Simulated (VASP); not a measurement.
# Mg (P6_3/mmc) in VASP: notebook

Mg is run at these levels: PBEsol; tasks: single point, relaxation of cell and atoms.

Everything below comes from runs of VASP 6.6.1. Logs are shortened: lines on timing, memory, paths and dates and some standing lists are left out, and cuts for length are marked.

**1. The cell of the first run**

It takes space group P6_3/mmc (No. 194, hexagonal). The conventional cell has a = 3.189 Å, b = 3.189 Å, c = 5.107 Å, α = 90.00°, β = 90.00°, γ = 120.00°. Mg (site symmetry -6m2) has 12 Mg at 3.15 to 3.19 Å within 4.1 Å.

**2. Single point, PBEsol**

INCAR reads:

```
SYSTEM = Mg
PREC = Accurate
ENCUT = 520
EDIFF = 1E-7
ISMEAR = 0
SIGMA = 0.1
LREAL = .FALSE.
LASPH = .TRUE.
NELM = 100
ALGO = Fast
ISIF = 2
LWAVE = .FALSE.
LCHARG = .FALSE.
GGA = PS
NBANDS = 9
```

KPOINTS reads:

```
Automatic mesh
0
G
  15 15 8
  0 0 0
```

POSCAR reads:

```
Mg
1.0
    3.1892800719      0.0000000000      0.0000000000
   -1.5946400359      2.7619975621      0.0000000000
    0.0000000000      0.0000000000      5.1074433996
Mg
2
Direct
    0.3333333333      0.6666666667      0.2500000000
    0.6666666667      0.3333333333      0.7500000000
```

Potentials or basis: VASP PAW PBE potentials, release 64 (Mg).

Run with:

```sh
$ cat potpaw_PBE.64/Mg/POTCAR > POTCAR
$ mpirun -np 1 vasp_std > vasp.out
```

OUTCAR:

```text
SYSTEM = Mg
   PREC = Accurate
   ENCUT = 520
   EDIFF = 1E-7
   ISMEAR = 0
   LREAL = .FALSE.
   LASPH = .TRUE.
   NELM = 100
   ISIF = 2
   GGA = PS

 ion  position               nearest neighbor table
   1  0.333  0.667  0.250-   2 3.15   2 3.15   2 3.15   2 3.15   2 3.15   2 3.15
   2  0.667  0.333  0.750-   1 3.15   1 3.15   1 3.15   1 3.15   1 3.15   1 3.15

  LATTYP: Found a hexagonal cell.
 ALAT       =     3.1892800719
 C/A-ratio  =     1.6014408533

  Lattice vectors:

 A1 = (   3.1892800719,   0.0000000000,   0.0000000000)
 A2 = (  -1.5946400359,   2.7619975621,   0.0000000000)
 A3 = (   0.0000000000,   0.0000000000,   5.1074433996)

Analysis of symmetry for initial positions (statically):
=====================================================================
 Subroutine PRICEL returns:
 Original cell was already a primitive cell.

 Routine SETGRP: Setting up the symmetry group for a
 hexagonal supercell.

 Subroutine GETGRP returns: Found 24 space group operations
 (whereof 12 operations were pure point group operations)
 out of a pool of 24 trial point group operations.

The static configuration has the point symmetry D_3d.
 The point group associated with its full space group is D_6h.

Analysis of symmetry for dynamics (positions and initial velocities):
=====================================================================
 Subroutine PRICEL returns:
 Original cell was already a primitive cell.

 Routine SETGRP: Setting up the symmetry group for a
 hexagonal supercell.

 Subroutine GETGRP returns: Found 24 space group operations
 (whereof 12 operations were pure point group operations)
 out of a pool of 24 trial point group operations.

The dynamic configuration has the point symmetry D_3d.
 The point group associated with its full space group is D_6h.

 Subroutine INISYM returns: Found 24 space group operations
 (whereof 12 operations are pure point group operations),
 and found     1 'primitive' translations

----------------------------------------------------------------------------------------

                                     Primitive cell

  volume of cell :      44.9904

  direct lattice vectors                    reciprocal lattice vectors
     3.189280072  0.000000000  0.000000000     0.313550387  0.181028400  0.000000000
    -1.594640036  2.761997562  0.000000000     0.000000000  0.362056800  0.000000000
     0.000000000  0.000000000  5.107443400     0.000000000  0.000000000  0.195792674

  length of vectors
     3.189280072  3.189280072  5.107443400     0.362056800  0.362056800  0.195792674

  position of ions in fractional coordinates (direct lattice)
     0.333333333  0.666666667  0.250000000
     0.666666667  0.333333333  0.750000000

  ion indices of the primitive-cell ions
   primitive index   ion index
                 1           1
                 2           2

----------------------------------------------------------------------------------------

 KPOINTS: Automatic mesh

Automatic generation of k-mesh.
 Grid dimensions read from file:
 generate k-points for:   15   15    8

 Generating k-lattice:

  Cartesian coordinates                     Fractional coordinates (reciprocal lattice)
     0.020903359  0.012068560  0.000000000     0.066666667  0.000000000  0.000000000
     0.000000000  0.024137120  0.000000000     0.000000000  0.066666667  0.000000000
     0.000000000  0.000000000  0.024474084     0.000000000  0.000000000  0.125000000

  Length of vectors
     0.024137120  0.024137120  0.024474084

  Shift w.r.t. Gamma in fractional coordinates (k-lattice)
     0.000000000  0.000000000  0.000000000

 Subroutine IBZKPT returns following result:
 ===========================================

 Found    135 irreducible k-points:

 Following reciprocal coordinates:
            Coordinates               Weight
  0.000000  0.000000  0.000000      1.000000
  0.066667 -0.000000  0.000000      6.000000
  0.133333 -0.000000  0.000000      6.000000
  0.200000  0.000000  0.000000      6.000000
  0.266667 -0.000000  0.000000      6.000000
  0.333333 -0.000000  0.000000      6.000000
[... 16 lines left out ...]
  0.333333  0.200000  0.000000     12.000000
  0.400000  0.200000  0.000000      6.000000
 [... further k-points ...]
   k-points           NKPTS =    135   k-points in BZ     NKDIM =    135   number of bands    NBANDS=      9
   number of dos      NEDOS =    301   number of ions     NIONS =      2
   total plane-waves  NPLWV =  23040
   dimension x,y,z NGX =    24 NGY =   24 NGZ =   40
   dimension x,y,z NGXF=    48 NGYF=   48 NGZF=   80
   ions per type =               2
   NGX,Y,Z   is equivalent  to a cutoff of  12.51, 12.51, 13.02 a.u.
   NGXF,Y,Z  is equivalent  to a cutoff of  25.02, 25.02, 26.04 a.u.
 SYSTEM =  Mg
   PREC   = accura    normal or accurate (medium, high low for compatibility)
   ISTART =      0    job   : 0-new  1-cont  2-samecut
   ICHARG =      2    charge: 1-file 2-atom 10-const
   ISPIN  =      1    spin polarized calculation?
   LNONCOLLINEAR =      F non collinear calculations
   LSORBIT =      F    spin-orbit coupling
   LASPH  =      T    aspherical Exc in radial PAW
   ENCUT  =  520.0 eV  38.22 Ry    6.18 a.u.   5.93  5.93  9.50*2*pi/ulx,y,z
   NELM   =    100;   NELMIN=  2; NELMDL= -5     # of ELM steps
   EDIFF  = 0.1E-06   stopping-criterion for ELM
   LREAL  =      F    real-space projection
   EDIFFG = 0.1E-05   stopping-criterion for IOM
   NSW    =      0    number of steps for IOM
   IBRION =     -1    ionic relax: 0-MD 1-quasi-New 2-CG
   NFREE  =      0    steps in history (QN), initial steepest desc. (CG)
   ISIF   =      2    stress and relaxation
   ISYM   =      2    0-nonsym 1-usesym 2-fastsym
   POTIM  = 0.5000    time-step for ionic-motion
   TEBEG  =    0.0;   TEEND  =   0.0 temperature during run
   PSTRESS=    0.0 pullay stress
   NELECT =       4.0000    total number of electrons
   NUPDOWN=      -1.0000    fix difference up-down
   EMIN   =  10.00;   EMAX   =-10.00  energy-range for DOS
   EFERMI =   0.00;   METHOD = LEGACY
   ISMEAR =     0;   SIGMA  =   0.10  broadening in eV -4-tet -1-fermi 0-gaus
   EFERMI_NEDOS =   21; number of points for ismear=-14 and -15
   IALGO  =     68    algorithm
   IMIX   =      4    mixing-type and parameters
     AMIX     =   0.40;   BMIX     =  1.00
     AMIX_MAG =   1.60;   BMIX_MAG =  1.00
  volume/ion in A,a.u.               =      22.50       151.80
  Fermi-wavevector in a.u.,A,eV,Ry     =   0.730671  1.380767  7.263873  0.533880
  Thomas-Fermi vector in A             =   1.822698
   LORBIT       =      0    0 simple, 1 ext, 2 COOP (PROOUT), +10 PAW based schemes
   GGA     = PS    functional components
   LHFCALC =     F    Hartree Fock is set to
   AEXX    =    0.0000 exact exchange contribution
   IVDW    =     0    specifies the selected vdW correction
   LEPSILON=     F    determine dielectric tensor
   LRPA    =     F    only Hartree local field effects (RPA)
 non-spin polarized calculation
 RMM-DIIS sequential band-by-band and
 Gauss-broadening in eV      SIGMA  =   0.10
  energy-cutoff  :      520.00
  volume of cell :       44.99
 maximum number of plane-waves:      1234
 NGX is ok and might be reduce to    24
   NGX = 11   NGY = 11   NGZ = 19

 number of electron       4.0000000 magnetization

 Free energy of the ion-electron system (eV)
  ---------------------------------------------------
  ext. energy  EPLUGINS =         0.00000000
  ---------------------------------------------------
  free energy    TOTEN  =        -3.44980958 eV

  energy without entropy =       -3.44502518  energy(sigma->0) =       -3.44741738

 E-fermi :   2.6955     XC(G=0):  -8.5974

 val. band max:        2.6734288937   @ k =   0.3333   0.1333   0.1250
 cond. band min:       2.7070905109   @ k =   0.2667   0.2667   0.2500
 fundamental gap:      0.0336616172
 Fermi energy:         2.6954523324

 k-point     1 :       0.0000    0.0000    0.0000
  band No.  band energies     occupation
      1      -4.3189      2.00000
      2       1.0521      2.00000
      3       1.5895      2.00000
      4      13.5958      0.00000
      5      13.5958      0.00000
      6      13.7218      0.00000
      7      13.7218      0.00000
      8      14.6935      0.00000
      9      16.1754      0.00000

 k-point     2 :       0.0667   -0.0000    0.0000
  band No.  band energies     occupation
      1      -4.2310      2.00000
      2       1.1321      2.00000
      3       1.6746      2.00000
      4      11.8439      0.00000
      5      12.6321      0.00000
      6      13.4606      0.00000
      7      14.8104      0.00000
      8      15.5323      0.00000
      9      16.5662      0.00000

 k-point     3 :       0.1333   -0.0000    0.0000
  band No.  band energies     occupation
      1      -3.9678      2.00000
      2       1.3721      2.00000
      3       1.9277      2.00000
      4       9.7965      0.00000
      5      11.7517      0.00000
      6      12.5158      0.00000
      7      14.5981      0.00000
      8      15.3335      0.00000
      9      15.9356      0.00000

 k-point     4 :       0.2000    0.0000    0.0000
  band No.  band energies     occupation
      1      -3.5309      2.00000
      2       1.7723      2.00000
      3       2.3406      2.00000
      4       7.8386      0.00000
      5      11.0181      0.00000
      6      11.5134      0.00000
      7      12.6446      0.00000
      8      14.0149      0.00000
      9      15.6252      0.00000
[... 205 lines left out ...]
 k-point    22 :       0.2667    0.2000    0.0000
  band No.  band energies     occupation
      1      -1.1216      2.00000
      2       3.5944      0.00000
      3       4.0181      0.00000
      4       4.5624      0.00000
      5       5.7598      0.00000
      6       8.8305      0.00000
      7       9.9196      0.00000
      8      10.1892      0.00000
      9      11.4070      0.00000

 k-point    23 :       0.3333    0.2000    0.0000
  band No.  band energies     occupation
      1      -0.1095      2.00000
      2       2.3430      2.00000
      3       4.5772      0.00000
      4       4.9776      0.00000
      5       6.1461      0.00000
      6       7.4166      0.00000
      7       8.7077      0.00000
      8       9.9092      0.00000
      9      11.1226      0.00000

 k-point    24 :       0.4000    0.2000    0.0000
  band No.  band energies     occupation
      1       1.0378      2.00000
      2       1.0681      2.00000
      3       4.5736      0.00000
      4       5.9352      0.00000
      5       6.3024      0.00000
      6       6.6133      0.00000
      7       8.0134      0.00000
      8       9.8207      0.00000
      9      11.0341      0.00000

 [... further k-points ...]
[... 5 lines left out ...]
  --------------------------------------------------------------------------------------
  -------------------------------------------------------------------------------------
  Total       -0.0112237     -0.0112237     -0.0093449     -0.0000000      0.0000000     -0.0000000
  in kB       -0.3996931     -0.3996931     -0.3327867     -0.0000000      0.0000000     -0.0000000
  external PRESSURE =      -0.3773910 kB  Pullay stress =       0.0000000 kB

 VOLUME and BASIS-vectors are now :
 -----------------------------------------------------------------------------
  energy-cutoff  :      520.00
  volume of cell :       44.99
      direct lattice vectors                 reciprocal lattice vectors
     3.189280072  0.000000000  0.000000000     0.313550387  0.181028400  0.000000000
    -1.594640036  2.761997562  0.000000000     0.000000000  0.362056800  0.000000000
     0.000000000  0.000000000  5.107443400     0.000000000  0.000000000  0.195792674

 POSITION                                       TOTAL-FORCE (eV/Angst)
 -----------------------------------------------------------------------------------
     -0.00000      1.84133      1.27686         0.000000     -0.000000      0.000000
      1.59464      0.92067      3.83058        -0.000000      0.000000      0.000000
 -----------------------------------------------------------------------------------
    total drift:                                0.000000     -0.000000      0.000000

  FREE ENERGIE OF THE ION-ELECTRON SYSTEM (eV)
  ---------------------------------------------------
  free  energy   TOTEN  =        -3.4498095769 eV

  energy  without entropy=       -3.4450251762  energy(sigma->0) =       -3.44741738
```

Run time: 22 s. Hardware: 1 thread of Intel Xeon Platinum 8259CL at 2.50GHz (Skylake/Cascade Lake), shared host; peak memory 0.19 GiB.

Results:

- Free energy: -3.4498 eV
- Pressure: 0.0 GPa
- Band gap on the k mesh: zero (bands 2 and 3 overlap by 2.00 eV)

Caveat: the PAW data sets were made with another functional, which shifts forces and pressure a little.

**3. Relaxation of cell and atoms, PBEsol**

This run uses another cell than the first one, of 22.40 Å³/atom.

INCAR reads:

```
SYSTEM = Mg
  PREC = Accurate
  ENCUT = 600
  EDIFF = 1E-6
  ISMEAR = 0
  SIGMA = 0.1
  LREAL = .False.
  LASPH = .True.
  NELM = 80
  ALGO = Normal
  ISIF = 3
  LWAVE = .False.
  LCHARG = .False.
  GGA = PS
  IBRION = 2
  NSW = 100
  EDIFFG = -0.005
```

KPOINTS reads:

```
Automatic mesh
0
Gamma
  15 15 8
  0 0 0
```

POSCAR reads:

```
Mg
1.0
    3.1720232863      0.0000000000      0.0000000000
   -1.5860116431      2.7470527473      0.0000000000
    0.0000000000      0.0000000000      5.1412049000
Mg
2
Direct
    0.3333333300      0.6666666700      0.2500000000
    0.6666666700      0.3333333300      0.7500000000
```

Potentials or basis: VASP PAW PBE potentials, release 64 (Mg).

Run with:

```sh
$ cat potpaw_PBE.64/Mg/POTCAR > POTCAR
$ mpirun -np 1 vasp_std > vasp.out
```

OUTCAR:

```text
SYSTEM = Mg
   PREC = Accurate
   ENCUT = 600
   EDIFF = 1E-6
   ISMEAR = 0
   LREAL = .False.
   LASPH = .True.
   NELM = 80
   ISIF = 3
   GGA = PS
   IBRION = 2
   NSW = 100
   EDIFFG = -0.005

 ion  position               nearest neighbor table
   1  0.333  0.667  0.250-   2 3.16   2 3.16   2 3.16   2 3.16   2 3.16   2 3.16
   2  0.667  0.333  0.750-   1 3.16   1 3.16   1 3.16   1 3.16   1 3.16   1 3.16

  LATTYP: Found a hexagonal cell.
 ALAT       =     3.1720232863
 C/A-ratio  =     1.6207967080

  Lattice vectors:

 A1 = (   3.1720232863,   0.0000000000,   0.0000000000)
 A2 = (  -1.5860116431,   2.7470527473,   0.0000000000)
 A3 = (   0.0000000000,   0.0000000000,   5.1412049000)

[... 289 lines left out ...]
  ---------------------------------------------------
  ext. energy  EPLUGINS =         0.00000000
  ---------------------------------------------------
  free energy    TOTEN  =        -3.45000332 eV

  energy without entropy =       -3.44522521  energy(sigma->0) =       -3.44761426

 E-fermi :   2.6988     XC(G=0):  -8.5994

 val. band max:        2.6769077322   @ k =   0.3333   0.1333   0.1250
 cond. band min:       2.7100244352   @ k =   0.2667   0.2667   0.2500
 fundamental gap:      0.0331167030
 Fermi energy:         2.6987910171

 k-point     1 :       0.0000    0.0000    0.0000
  band No.  band energies     occupation
      1      -4.3183      2.00000
      2       1.0531      2.00000
      3       1.5910      2.00000
      4      13.6051      0.00000
      5      13.6051      0.00000
      6      13.7330      0.00000
[... 199 lines left out ...]
 k-point    24 :       0.4000    0.2000    0.0000
  band No.  band energies     occupation
      1       1.0407      2.00000
      2       1.0719      2.00000
      3       4.5783      0.00000
      4       5.9392      0.00000
      5       6.3057      0.00000
      6       6.6173      0.00000

 [... further k-points ...]
[... 5 lines left out ...]
  --------------------------------------------------------------------------------------
  -------------------------------------------------------------------------------------
  Total       -0.0036276     -0.0036276     -0.0055270     -0.0000000      0.0000000      0.0000000
  in kB       -0.1292676     -0.1292676     -0.1969532     -0.0000000      0.0000000      0.0000000
  external PRESSURE =      -0.1518295 kB  Pullay stress =       0.0000000 kB
[... 17 lines left out ...]
  FREE ENERGIE OF THE ION-ELECTRON SYSTEM (eV)
  ---------------------------------------------------
  free  energy   TOTEN  =        -3.4500033152 eV

  energy  without entropy=       -3.4452252075  energy(sigma->0) =       -3.44761426

 reached required accuracy - stopping structural energy minimisation
```

OSZICAR:

```text
N       E                     dE             d eps       ncg     rms          rms(c)
DAV:   1    -0.217217350199E+00   -0.21722E+00   -0.14606E+03  1620   0.539E+02
DAV:   2    -0.344639776451E+01   -0.32292E+01   -0.30204E+01  2172   0.307E+01
DAV:   3    -0.346923563498E+01   -0.22838E-01   -0.22683E-01  2316   0.339E+00
[... 17 lines left out ...]
DAV:   4    -0.344996501770E+01   -0.70886E-08   -0.85856E-08  1038   0.238E-03
   3 F= -.34499650E+01 E0= -.34475803E+01  d E =-.766431E-03
       N       E                     dE             d eps       ncg     rms          rms(c)
DAV:   1    -0.345000355240E+01   -0.38542E-04   -0.22223E-04  2148   0.936E-02    0.534E-03
DAV:   2    -0.345000331518E+01    0.23722E-06   -0.82599E-07  1770   0.650E-03
   4 F= -.34500033E+01 E0= -.34476143E+01  d E =-.382975E-04
```

CONTCAR:

```text
Mg
   1.00000000000000
     3.1883562938196546    0.0000000000002968    0.0000000000000000
    -1.5941781468593128    2.7611975467315877    0.0000000000000000
    -0.0000000000000000    0.0000000000000000    5.1070691845772984
  Mg
     2
Direct
     0.3333333300000021    0.6666666699999979    0.2500000000000000
     0.6666666699999979    0.3333333300000021    0.7500000000000000

  0.00000000E+00  0.00000000E+00  0.00000000E+00
  0.00000000E+00  0.00000000E+00  0.00000000E+00
```

It took 55 s on 1 thread of Intel Xeon Platinum 8259CL at 2.50GHz (Skylake/Cascade Lake), shared host; peak memory 0.21 GiB.

Results:

```yaml
Free_energy: -3.4500 eV
Relaxed_volume: 22.48 Å³/atom
Relaxed_cell: a = 3.188 Å, b = 3.188 Å, c = 5.107 Å, α = 90.00°, β = 90.00°, γ = 120.00°
Space_group_after_relaxing_to_0.1_Å: P6_3/mmc (No. 194)
Energy_gained_by_relaxing: 0.4 meV/atom
Ionic_steps: 4
Pressure_after_relaxing: 0.0 GPa
Band_gap_on_the_k_mesh: zero (bands 2 and 3 overlap by 2.01 eV)
```

The path:
```tsv
step	energy change (eV)	largest force (eV/Å)	pressure (GPa)	volume (Å³)
1	0.0000	0.0000	0.12	44.80
2	-0.0005	0.0000	0.03	44.91
3	-0.0008	0.0000	-0.09	45.05
4	-0.0008	0.0000	-0.02	44.96
```

Final structure:
```xyz
2
Lattice="3.1884 0.0000 0.0000 -1.5942 2.7612 0.0000 0.0000 0.0000 5.1071" Properties=species:S:1:pos:R:3 pbc="T T T"
Mg    0.0000    1.8408    1.2768
Mg    1.5942    0.9204    3.8303
```

Caveat: the PAW data sets were made with another functional, which shifts forces and pressure a little.

The gap in the log of VASP goes by the Fermi energy; the results here count the filled bands.